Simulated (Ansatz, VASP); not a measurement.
**SiO2: VASP beside Ansatz**

```
Si O
1.0
     1.31560    0.75956    4.55198
    -1.31560    0.75956    4.55198
     0.00000   -1.51912    4.55198
Si O
1 2
Direct
  0.50000 0.50000 0.50000
  0.75397 0.75397 0.75397
  0.24603 0.24603 0.24603
```

Alike in both runs: task relaxation of cell and atoms; functional PBE; dispersion D3(BJ); k mesh 6 × 6 × 6; occupations gaussian, width 0.1 eV; no spin polarisation.

|  | VASP | Ansatz |
| --- | --- | --- |
| version | VASP 6.6.1 | Ansatz 0.2.0 |
| potentials or method | VASP PAW PBE potentials, release 64 (Si, O), cutoff 600 eV | scalar-relativistic, plane waves, PAW |
| valence electrons in the cell | 16 | 16 |

|  | VASP | Ansatz | Ansatz less VASP |
| --- | --- | --- | --- |
| gap on the k mesh at the Fermi level, each at its own relaxed structure (eV) | 6.11 | 6.20 | +0.087 |
| relaxed volume (Å³/atom) | 9.47 | 9.47 | +0.001 |
| relaxed length of the cell vector where the two differ most in proportion (Å) | 4.788 | 4.802 | +0.0144 |

The k mesh is coarse, so the values compare programs but aren't converged.
